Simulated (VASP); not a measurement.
Set up this calculation in VASP 6.6.1, as the native input.

```yaml
Task: single point
Functional: LDA
Potentials_or_basis: VASP PAW LDA potentials, release 64 (In_d, Cu)
Cutoff: 520 eV
k_mesh: 6 × 6 × 5
Occupations: fermi-dirac, width 0.1 eV
Spin: no spin polarisation
Dipole_correction: no
Further_INCAR_settings: ALGO = Normal; EDIFF = 1e-06; NBANDS = 44
```

The structure of InCu2 lies in POSCAR:

```
InCu2
1.0
    4.3227399017      0.0000000000      0.0000000000
   -2.1613699508      3.7436026780      0.0000000000
    0.0000000000      0.0000000000      5.2674553146
In Cu
2 4
Direct
    0.3333333333      0.6666666667      0.7500000000
    0.6666666667      0.3333333333      0.2500000000
    0.3333333333      0.6666666667      0.2500000000
    0.6666666667      0.3333333333      0.7500000000
    0.0000000000      0.0000000000      0.0000000000
    0.0000000000      0.0000000000      0.5000000000
```

One way to write it, as run:

INCAR

```
PREC     = Accurate       # precision mode
ENCUT    = 520            # plane-wave cutoff, eV
EDIFF    = 1E-6           # SCF threshold, eV
ISMEAR   = -1             # smearing method
SIGMA    = 0.1            # smearing width, eV
LREAL    = F              # projectors in reciprocal space
LASPH    = T              # aspherical terms in the spheres
NELM     = 60             # most SCF steps
ALGO     = Normal         # electronic algorithm
ISIF     = 2              # what is computed and relaxed
LWAVE    = F              # write WAVECAR
LCHARG   = F              # write CHGCAR
NBANDS   = 44             # bands
```

KPOINTS

```
regular mesh
0
Gamma
  6 6 5
```

Potentials or basis: VASP PAW LDA potentials, release 64 (In_d, Cu).

Command:

```bash
$ cat potpaw_LDA.64/In_d/POTCAR potpaw_LDA.64/Cu/POTCAR > POTCAR
$ mpirun -np 1 vasp_std > vasp.out
```

Results of the run:

| Item | Value |
| --- | --- |
| Pressure | -0.3 GPa |
| Band gap on the k mesh | zero (band 35 reaches 11.96 eV, above the bottom of band 36 at 7.35 eV) |

Caveat: spin-orbit coupling is left out, which moves the levels of the heavy elements.

Wall time 74 s on 1 thread of Intel(R) Xeon(R) Platinum 8488C (Sapphire Rapids), with other jobs on the host, peak memory 0.2 GiB.
